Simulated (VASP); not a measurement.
# Mn2Sb (P4/nmm) in VASP: single point with PBEsol

Aim: the single point of Mn2Sb with PBEsol.

Program: VASP 6.6.1. These are calculated values, not measurements. Logs are shortened: lines on timing, memory, paths and dates and some standing lists are left out, and cuts for length are marked.

## 1. The cell of the first run

The structure is tetragonal, space group P4/nmm (No. 129). The conventional cell has a = 3.866 Å, b = 3.866 Å, c = 6.168 Å, α = 90.00°, β = 90.00°, γ = 90.00°. Mn (site symmetry -4m2) has 8 Mn at 2.52 to 2.73 Å and 4 Sb at 2.67 Å within 3.3 Å. Within 3.3 Å of Mn (site symmetry 4mm) lie 4 Mn at 2.52 Å and 5 Sb at 2.71 to 2.74 Å. Sb (site symmetry 4mm) has 10 Mn at 2.67 to 3.46 Å within 3.5 Å.

## 2. Single point, PBEsol, collinear spin, ferromagnetic start

The input, INCAR:

```
ALGO = Fast ; EDIFF = 1E-6
ENCUT = 520 ; GGA = PS
ISIF = 2 ; ISMEAR = 0
ISPIN = 2 ; LASPH = T
LCHARG = T ; LELF = T
LMAXMIX = 4 ; LORBIT = 11
LREAL = F ; LVHAR = T
LWAVE = F ; MAGMOM = 3.02 3.02 4.01 4.01 0 0
NBANDS = 44 ; NELM = 150
PREC = Accurate ; SIGMA = 0.1
```

The input, KPOINTS:

```
k-points
0
Gamma
  6 6 4
```

The input, POSCAR:

```
Mn2Sb
1.0
    3.8655339250      0.0000000000      0.0000000000
    0.0000000000      3.8655339250      0.0000000000
    0.0000000000      0.0000000000      6.1684495844
Mn Sb
4 2
Direct
    0.0000000000      0.0000000000      0.0000000000
    0.5000000000      0.5000000000      0.0000000000
    0.5000000000      0.0000000000      0.2611781665
    0.0000000000      0.5000000000      0.7388218335
    0.5000000000      0.0000000000      0.7006183859
    0.0000000000      0.5000000000      0.2993816141
```

Potentials or basis: VASP PAW PBE potentials, release 64 (Mn_pv, Sb).

Run with:

```bash
cat potpaw_PBE.64/Mn_pv/POTCAR potpaw_PBE.64/Sb/POTCAR > POTCAR
mpirun -np 1 vasp_std > vasp.out
```

OUTCAR:

```text
EDIFF = 1E-6
   ENCUT = 520
   GGA = PS
   ISIF = 2
   ISMEAR = 0
   ISPIN = 2
   LASPH = T
   LORBIT = 11
   LREAL = F
   NELM = 150
   PREC = Accurate

 ion  position               nearest neighbor table
   1  0.000  0.000  0.000-   3 2.52   4 2.52   4 2.52   3 2.52   5 2.67   6 2.67   6 2.67   5 2.67
                             2 2.73   2 2.73   2 2.73   2 2.73
   2  0.500  0.500  0.000-   3 2.52   4 2.52   3 2.52   4 2.52   5 2.67   5 2.67   6 2.67   6 2.67
                             1 2.73   1 2.73   1 2.73   1 2.73
   3  0.500  0.000  0.261-   1 2.52   2 2.52   2 2.52   1 2.52   5 2.71   6 2.74   6 2.74   6 2.74
                             6 2.74   5 3.46
   4  0.000  0.500  0.739-   1 2.52   2 2.52   1 2.52   2 2.52   6 2.71   5 2.74   5 2.74   5 2.74
                             5 2.74   6 3.46
   5  0.500  0.000  0.701-   1 2.67   2 2.67   2 2.67   1 2.67   3 2.71   4 2.74   4 2.74   4 2.74
                             4 2.74   3 3.46   6 3.69   6 3.69   6 3.69   6 3.69
   6  0.000  0.500  0.299-   1 2.67   2 2.67   1 2.67   2 2.67   4 2.71   3 2.74   3 2.74   3 2.74
                             3 2.74   4 3.46   5 3.69   5 3.69   5 3.69   5 3.69

  LATTYP: Found a simple tetragonal cell.
 ALAT       =     3.8655339250
 C/A-ratio  =     1.5957561631

  Lattice vectors:

 A1 = (   3.8655339250,   0.0000000000,   0.0000000000)
 A2 = (   0.0000000000,   3.8655339250,   0.0000000000)
 A3 = (   0.0000000000,   0.0000000000,   6.1684495844)

Analysis of symmetry for initial positions (statically):
=====================================================================
 Subroutine PRICEL returns:
 Original cell was already a primitive cell.

 Routine SETGRP: Setting up the symmetry group for a
 simple tetragonal supercell.

 Subroutine GETGRP returns: Found 16 space group operations
 (whereof  8 operations were pure point group operations)
 out of a pool of 16 trial point group operations.

The static configuration has the point symmetry D_2d.
 The point group associated with its full space group is D_4h.

Analysis of symmetry for dynamics (positions and initial velocities):
=====================================================================
 Subroutine PRICEL returns:
 Original cell was already a primitive cell.

 Routine SETGRP: Setting up the symmetry group for a
 simple tetragonal supercell.

 Subroutine GETGRP returns: Found 16 space group operations
 (whereof  8 operations were pure point group operations)
 out of a pool of 16 trial point group operations.

The dynamic configuration has the point symmetry D_2d.
 The point group associated with its full space group is D_4h.

Analysis of structural, dynamic, and magnetic symmetry:
[... 161 lines left out ...]

 number of electron      61.9999940 magnetization       8.1917811

 Free energy of the ion-electron system (eV)
  ---------------------------------------------------
  ext. energy  EPLUGINS =         0.00000000
  ---------------------------------------------------
  free energy    TOTEN  =       -47.10981460 eV

  energy without entropy =      -47.06774782  energy(sigma->0) =      -47.08878121

 E-fermi :   9.9472     XC(G=0): -12.3164

 val. band max:        9.9420269522   @ k =   0.3333   0.1667   0.0000
 cond. band min:       9.9479432354   @ k =   0.5000   0.1667   0.0000
 fundamental gap:      0.0059162833
 Fermi energy:         9.9472237446

 spin component 1

 k-point     1 :       0.0000    0.0000    0.0000
  band No.  band energies     occupation
      1     -38.7729      1.00000
      2     -38.7034      1.00000
      3     -38.7034      1.00000
      4     -38.6801      1.00000
      5     -38.6477      1.00000
      6     -38.6477      1.00000
[... 1093 lines left out ...]
     42      13.4468      0.00000
     43      15.1738      0.00000

 [... further k-points ...]

 spin component 2

 k-point     1 :       0.0000    0.0000    0.0000
  band No.  band energies     occupation
      1     -36.8424      1.00000
      2     -36.7804      1.00000
      3     -36.6414      1.00000
      4     -36.6414      1.00000
      5     -36.4822      1.00000
      6     -36.4822      1.00000
[... 1093 lines left out ...]
     42      14.6319      0.00000
     43      15.8628      0.00000

 [... further k-points ...]

 [bands above 43 left out]

------------------------ aborting loop because EDIFF is reached ----------------------------------------

  FORCE on cell =-STRESS in cart. coord.  units (eV):
  Direction    XX          YY          ZZ          XY          YZ          ZX
  --------------------------------------------------------------------------------------
  -------------------------------------------------------------------------------------
  Total        0.1720620      0.1720620     -2.7030399      0.0000000      0.0000000      0.0000000
  in kB        2.9908905      2.9908905    -46.9859530      0.0000000      0.0000000      0.0000000
  external PRESSURE =     -13.6680573 kB  Pullay stress =       0.0000000 kB

 VOLUME and BASIS-vectors are now :
 -----------------------------------------------------------------------------
  energy-cutoff  :      520.00
  volume of cell :       92.17
      direct lattice vectors                 reciprocal lattice vectors
     3.865533925  0.000000000  0.000000000     0.258696475  0.000000000  0.000000000
     0.000000000  3.865533925  0.000000000     0.000000000  0.258696475  0.000000000
     0.000000000  0.000000000  6.168449584     0.000000000  0.000000000  0.162115291

 POSITION                                       TOTAL-FORCE (eV/Angst)
 -----------------------------------------------------------------------------------
      0.00000      0.00000      0.00000        -0.000000     -0.000000      0.000000
      1.93277      1.93277      0.00000         0.000000      0.000000      0.000000
      1.93277      0.00000      1.61106        -0.000000     -0.000000     -0.090078
      0.00000      1.93277      4.55739        -0.000000      0.000000      0.090078
      1.93277      0.00000      4.32173        -0.000000      0.000000      0.041474
      0.00000      1.93277      1.84672        -0.000000      0.000000     -0.041474
 -----------------------------------------------------------------------------------
    total drift:                               -0.000000      0.000000     -0.000000

  FREE ENERGIE OF THE ION-ELECTRON SYSTEM (eV)
  ---------------------------------------------------
  free  energy   TOTEN  =       -47.1098145951 eV

  energy  without entropy=      -47.0677478160  energy(sigma->0) =      -47.08878121

 total charge

# of ion       s       p       d       tot
------------------------------------------
    1        0.328   6.334   5.202  11.865
    2        0.328   6.334   5.202  11.865
    3        0.340   6.261   5.186  11.787
    4        0.340   6.261   5.186  11.787
    5        1.100   1.320   0.086   2.506
    6        1.100   1.320   0.086   2.506
--------------------------------------------------
tot          3.537  27.831  20.948  52.315

 magnetization (x)

# of ion       s       p       d       tot
------------------------------------------
    1       -0.001  -0.008   1.672   1.664
    2       -0.001  -0.008   1.672   1.664
    3        0.008   0.019   2.278   2.306
    4        0.008   0.019   2.278   2.306
    5       -0.006  -0.074   0.011  -0.069
    6       -0.006  -0.074   0.011  -0.069
--------------------------------------------------
tot          0.002  -0.125   7.924   7.801
```

OSZICAR:

```text
N       E                     dE             d eps       ncg     rms          rms(c)
DAV:   1     0.742218898908E+03    0.74222E+03   -0.33152E+04  5488   0.163E+03
DAV:   2     0.146437310333E+01   -0.74075E+03   -0.71085E+03  5300   0.490E+02
[... 51 lines left out ...]
RMM:  54    -0.471210031359E+02   -0.48331E-02   -0.57410E-04  9796   0.100E-01    0.129E+00
RMM:  55    -0.471161857611E+02    0.48174E-02   -0.54065E-04  9493   0.973E-02    0.139E+00
RMM:  56    -0.471061608192E+02    0.10025E-01   -0.20908E-03 10416   0.191E-01    0.159E+00
RMM:  57    -0.471095032577E+02   -0.33424E-02   -0.20273E-04  9102   0.601E-02    0.153E+00
RMM:  58    -0.471098139623E+02   -0.31070E-03   -0.35752E-06  4517   0.913E-03    0.152E+00
RMM:  59    -0.471098145951E+02   -0.63282E-06   -0.35971E-07  2917   0.356E-03
   1 F= -.47109815E+02 E0= -.47088781E+02  d E =-.420668E-01  mag=     8.2197
```

stdout:

```text
POSCAR found type information on POSCAR MnSb
 POSCAR found :  2 types and       6 ions
 scaLAPACK will be used
 -----------------------------------------------------------------------------
|                                                                             |
|                                                                             |
|     You enforced a specific xc type in the INCAR file but a different       |
|     I HOPE YOU KNOW WHAT YOU ARE DOING!                                     |
|                                                                             |
 -----------------------------------------------------------------------------

 LDA part: xc-table for (Slater+PW92), standard interpolation
 POSCAR, INCAR and KPOINTS ok, starting setup
 FFT: planning ... GRIDC
 FFT: planning ... GRID_SOFT
 FFT: planning ... GRID
 WAVECAR not read
 entering main loop
```

Wall time 17 min (1 thread of AMD EPYC 7R13 (Zen 3), shared host); peak memory 0.32 GiB.

What came out:

```
Free energy                                           : -47.1098 eV
Pressure                                              : -1.4 GPa
Largest force                                         : 0.090 eV/Å
Net moment                                            : 8.19 μB per cell
Site moments                                          : Mn +1.66, +2.31 (each value once); Sb -0.07 μB
Valence electrons inside the program's atomic spheres : Mn 11.87, 11.79 (each value once); Sb 2.51
```

Forces in eV/Å, atoms in the order of the input:
```
Mn   0.000  0.000  0.000
Mn   0.000  0.000  0.000
Mn   0.000  0.000 -0.090
Mn   0.000  0.000  0.090
Sb   0.000  0.000  0.041
Sb   0.000  0.000 -0.041
```

Stress tensor (GPa, compression positive):
```
 0.30  0.00  0.00
 0.00  0.30  0.00
 0.00  0.00 -4.70
```

Levels at points of the mesh, in eV from the Fermi level:
Spin up:
```tsv
k point	band 33	band 34	band 35	band 36	band 37	band 38
(0.00, 0.00, 0.00)	-0.50	-0.32	-0.21	0.03	0.63	0.65
(0.50, 0.00, 0.00)	-0.37	-0.37	0.29	0.29	0.58	0.58
(0.50, 0.50, 0.00)	-0.61	-0.61	-0.39	-0.39	0.09	0.09
(0.00, 0.00, 0.50)	-0.21	0.09	0.31	0.45	0.45	0.65
(0.50, 0.00, 0.50)	-0.37	-0.37	-0.31	-0.31	2.60	2.60
(0.50, 0.50, 0.50)	-0.74	-0.74	-0.71	-0.71	0.09	0.09
```
Spin down:
| k point | band 23 | band 24 | band 25 | band 26 | band 27 | band 28 | band 29 | band 30 | band 31 | band 32 |
| --- | --- | --- | --- | --- | --- | --- | --- | --- | --- | --- |
| (0.00, 0.00, 0.00) | -1.87 | -0.79 | -0.53 | -0.53 | -0.48 | 0.58 | 0.83 | 0.83 | 1.02 | 1.02 |
| (0.50, 0.00, 0.00) | -1.23 | -1.23 | -0.35 | -0.35 | 0.26 | 0.26 | 0.85 | 0.85 | 0.94 | 0.94 |
| (0.50, 0.50, 0.00) | -1.68 | -1.68 | -0.22 | -0.22 | -0.18 | -0.18 | 0.07 | 0.07 | 0.61 | 0.61 |
| (0.00, 0.00, 0.50) | -1.07 | -1.07 | -0.82 | -0.82 | -0.23 | -0.15 | -0.15 | 0.46 | 1.24 | 1.70 |
| (0.50, 0.00, 0.50) | -1.22 | -1.22 | -0.37 | -0.37 | 0.51 | 0.51 | 0.69 | 0.69 | 1.01 | 1.01 |
| (0.50, 0.50, 0.50) | -1.32 | -1.32 | -0.42 | -0.42 | -0.18 | -0.18 | 0.91 | 0.91 | 1.06 | 1.06 |

Caveat: the PAW data sets were made with another functional, which shifts forces and pressure a little; spin-orbit coupling is left out, which moves the levels of the heavy elements; the run started ferromagnetic, and an antiferromagnetic order may lie lower in energy.
